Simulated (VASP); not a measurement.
## Al2H: single point with PBE

Crystal: Al2H.

```xyz
12
Lattice="0.0000 0.0000 2.9048 4.6766 0.0000 0.0000 0.0000 10.5750 0.0000" Properties=species:S:1:pos:R:3 pbc="T T T"
Al    1.0480    3.5429    0.0000
Al    1.0480    8.8304    0.0000
Al    3.6286    1.7446    0.0000
Al    3.6286    7.0322    0.0000
Al    1.2903    0.8991    1.4524
Al    1.2903    6.1866    1.4524
Al    3.3863    4.3884    1.4524
Al    3.3863    9.6759    1.4524
H     0.0000    5.2875    0.0000
H     0.0000    0.0000    0.0000
H     2.3383    2.6438    1.4524
H     2.3383    7.9313    1.4524
```

```yaml
Program: VASP 6.6.1
Task: single point
Functional: PBE
Potentials_or_basis: VASP PAW PBE potentials, release 64 (Al, H)
Cutoff: 520 eV
k_mesh: 8 × 6 × 2
Occupations: gaussian, width 0.2 eV
Spin: no spin polarisation
Dipole_correction: no
Further_INCAR_settings: ALGO = Normal; EDIFF = 1e-06; NBANDS = 26
```

- Pressure: 0.0 GPa
- Largest force: 0.028 eV/Å
- Band gap on the k mesh: zero (bands 14 and 15 overlap by 5.32 eV)

Forces in eV/Å, atoms in the order of the input:
```
Al   0.013  0.025  0.000
Al   0.013  0.025  0.000
Al  -0.013 -0.025  0.000
Al  -0.013 -0.025  0.000
Al  -0.013  0.025  0.000
Al  -0.013  0.025  0.000
Al   0.013 -0.025  0.000
Al   0.013 -0.025  0.000
H    0.000  0.000  0.000
H    0.000  0.000  0.000
H    0.000  0.000  0.000
H    0.000  0.000  0.000
```

Stress tensor (GPa, compression positive):
```
-1.12  0.00  0.00
 0.00 -0.63  0.00
 0.00  0.00  1.69
```

Levels at points of the mesh, in eV from the Fermi level:
```
           k point  band 12  band 13  band 14  band 15  band 16  band 17
(0.00, 0.00, 0.00)    -1.99    -0.29    -0.12    -0.12     0.38     1.09
(0.50, 0.00, 0.00)    -1.04    -0.84    -0.84     0.06     0.06     0.20
(0.00, 0.50, 0.00)     0.52     1.58     1.58     2.85     2.85     4.00
(0.50, 0.50, 0.00)    -3.55    -2.03    -2.03    -0.41    -0.41    -0.07
(0.00, 0.00, 0.50)    -3.34    -1.44    -1.44     1.60     1.60     3.42
(0.50, 0.00, 0.50)    -1.54     0.05     0.05     0.05     0.05     0.67
(0.00, 0.50, 0.50)    -2.21     3.12     3.12     3.12     3.12     4.48
(0.50, 0.50, 0.50)    -3.26    -2.20    -2.20    -2.20    -2.20     1.63
```

It took 4.2 min on 1 thread of Intel Xeon 8259CL (shared host), peak memory 0.3 GiB.
